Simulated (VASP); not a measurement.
LaPb3:

```xyz
4
Lattice="4.8930 0.0000 0.0000 0.0000 4.8930 0.0000 0.0000 0.0000 4.8930" Properties=species:S:1:pos:R:3 pbc="T T T"
La    0.0000    0.0000    0.0000
Pb    0.0000    2.4465    2.4465
Pb    2.4465    0.0000    2.4465
Pb    2.4465    2.4465    0.0000
```

* Program: VASP 6.6.1
* Task: relaxation of cell and atoms
* Functional: r2SCAN
* Potentials or basis: VASP PAW PBE potentials, release 64 (La, Pb_d)
* Cutoff: 600 eV
* k mesh: 4 × 4 × 4
* Occupations: methfessel-paxton, width 0.05 eV
* Spin: no spin polarisation

At the start: pressure 2.5 GPa; volume 29.29 Å³/atom.

Where does the relaxation end?

Over 3 steps the energy falls by 9.7 meV/atom and the volume is 30.58 Å³/atom (+4.4 %); space group Pm-3m (No. 221, to 0.1 Å) before and after.

The path:
```
step  energy change (eV)  largest force (eV/Å)  pressure (GPa)  volume (Å³)
   1              0.0000                0.0000            2.50       117.15
   2             -0.0294                0.0000           -1.08       125.05
   3             -0.0388                0.0000            0.00       122.33
```

Final structure:
```cif
data_structure
_symmetry_space_group_name_H-M 'P 1'
_symmetry_Int_Tables_number 1
_cell_length_a 4.9642
_cell_length_b 4.9642
_cell_length_c 4.9642
_cell_angle_alpha 90.000
_cell_angle_beta 90.000
_cell_angle_gamma 90.000
_cell_volume 122.33
loop_
_atom_site_label
_atom_site_type_symbol
_atom_site_fract_x
_atom_site_fract_y
_atom_site_fract_z
_atom_site_occupancy
La1 La 0.00000 0.00000 0.00000 1
Pb1 Pb 0.00000 0.50000 0.50000 1
Pb2 Pb 0.50000 0.00000 0.50000 1
Pb3 Pb 0.50000 0.50000 0.00000 1
```

Caveat: the PAW data sets were made with another functional, which shifts forces and pressure a little.
